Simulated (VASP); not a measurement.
Here is a VASP 6.6.1 calculation.

Contents of INCAR:

```
  PREC = Accurate
  ENCUT = 520
  EDIFF = 1E-8
  ISMEAR = -1
  SIGMA = 0.03
  LREAL = F
  LASPH = T
  NELM = 100
  ALGO = Normal
  ISIF = 2
  LWAVE = F
  LCHARG = F
  GGA = PE
  LEFG = T
  NBANDS = 35
```

KPOINTS

```
Automatic mesh
0
Gamma
  10 10 3
```

File POSCAR:

```
MoS2
1.0
    3.1610016016      0.0474150240      0.0474150240
   -1.5394381855      2.7138001764      0.0173551033
    0.1844250000      0.1844250000     12.2950000000
Mo S
2 4
Direct
    0.3333333333      0.6666666667      0.2500000000
    0.6666666667      0.3333333333      0.7500000000
    0.3333333333      0.6666666667      0.6275000000
    0.6666666667      0.3333333333      0.1275000000
    0.3333333333      0.6666666667      0.8725000000
    0.6666666667      0.3333333333      0.3725000000
```

Potentials or basis: VASP PAW PBE potentials, release 64 (Mo_sv, S).

Run with:

```sh
$ cat potpaw_PBE.64/Mo_sv/POTCAR potpaw_PBE.64/S/POTCAR > POTCAR
$ mpirun -np 1 vasp_std > vasp.out
```

Q: Estimate the largest force.

A: 1.486 eV/Å.

Q: Estimate the pressure.

A: 9.2 GPa.

Electric field gradients, principal values (V/Å²):
| atom | least | middle | greatest (by size) |
| --- | --- | --- | --- |
| 1 Mo | 30.965 | 70.428 | -101.393 |
| 2 Mo | 30.965 | 70.428 | -101.393 |
| 3 S | 27.201 | 35.139 | -62.340 |
| 4 S | 26.342 | 36.878 | -63.220 |
| 5 S | 26.342 | 36.878 | -63.220 |
| 6 S | 27.201 | 35.139 | -62.340 |

Caveat: the cell differs from its parent crystal (equal xy, yz and zx shear strains of +3 %); the stress differs along the axes, from 7 to 14 GPa; without QUAD_EFG the Cq values of the log hold for a quadrupole moment of 1 mb, not for the nuclei; forces of over 1 eV/Å act on the atoms, so gaps and moduli don't describe the material at rest.
